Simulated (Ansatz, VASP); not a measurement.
# One calculation of Pd, two programs

```
CELL_PARAMETERS angstrom
2.71703 0.00000 0.00000
-1.35852 2.35302 0.00000
0.00000 0.00000 4.57298
ATOMIC_POSITIONS crystal
Pd 0.33333 0.66667 0.25000
Pd 0.66667 0.33333 0.75000
```

Alike in both runs: task single point; functional PBEsol; k mesh 15 × 15 × 8; occupations fermi-dirac, width 0.05 eV; collinear spin.

|  | VASP | Ansatz |
| --- | --- | --- |
| version | VASP 6.6.1 | Ansatz 0.2.0 |
| potentials or method | VASP PAW PBE potentials, release 64 (Pd), cutoff 520 eV | plane waves (420 eV) with PAW, scalar-relativistic |
| valence electrons in the cell | 20 | 36 |

VASP gave:

* pressure (GPa): -0.2
* traceless stress, the component that is largest in VASP (GPa): -0.68
* net moment per atom (μB): 0.15
* size of the moment on the site where the two differ most (μB): 0.15

Question: Estimate Ansatz's values.

Answer: Pressure (GPa): 0.1; traceless stress, the component that is largest in VASP (GPa): -0.59; net moment per atom (μB): 0.14; size of the moment on the site where the two differ most (μB): 0.14.

VASP's potentials were made for PBE, not for PBEsol, and Ansatz warns of the same on its side. Site moments also hang on the region over which each program counts them. VASP's potentials hold 20 valence electrons a cell and Ansatz's 36, so a difference there can come from the potentials and not from the codes.
